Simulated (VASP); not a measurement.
Runs of VASP 6.6.1 on CdSe. The structure is that of space group P6_3mc (No. 186), or close to it. The cells are those of the table. 

| level | cell | k mesh | gap on the mesh (eV) | pressure (GPa) |
| --- | --- | --- | --- | --- |
| PBE | a = 4.426, b = 4.426, c = 14.447 Å, angles 90.0, 90.0, 120.0°, 8 atoms | 6 × 6 × 2 | 0.45 | (c) |
| PBE | a = 4.469, b = 4.469, c = 14.586 Å, angles 90.0, 90.0, 120.0°, 8 atoms | 6 × 6 × 2 | 0.39 | -2.1 |
| PBE | a = 4.339, b = 4.339, c = 14.159 Å, angles 90.0, 90.0, 120.0°, 8 atoms | 12 × 12 × 2 | 0.58 | 1.7 |
| r2SCAN | a = 4.424, b = 4.424, c = 14.436 Å, angles 90.0, 90.0, 120.0°, 8 atoms | 6 × 6 × 2 | (a) | (b) |
| PBE | a = 4.383, b = 4.383, c = 14.305 Å, angles 90.0, 90.0, 120.0°, 8 atoms | 6 × 6 × 2 | 0.52 | 0.3 |
| PBE | a = 4.293, b = 4.293, c = 14.013 Å, angles 90.0, 90.0, 120.0°, 8 atoms | 6 × 6 × 2 | 0.65 | 3.5 |
| PBE | a = 4.338, b = 4.338, c = 14.161 Å, angles 90.0, 90.0, 120.0°, 8 atoms | 6 × 6 × 2 | 0.58 | 1.7 |

Alike in all rows: task single point; potentials or basis VASP PAW PBE potentials, release 64 (Cd, Se); no spin polarisation; cutoff (eV) 520; smearing gaussian 0.01 eV.

Q: Estimate the missing entries.

A: (a) 0.92; (b) -2.5; (c) -1.0.

Caveats: the PAW data sets were made with another functional, which shifts forces and pressure a little (some runs).

A k mesh can miss the band edges, and the runs leave out spin-orbit coupling on Cd, Se.
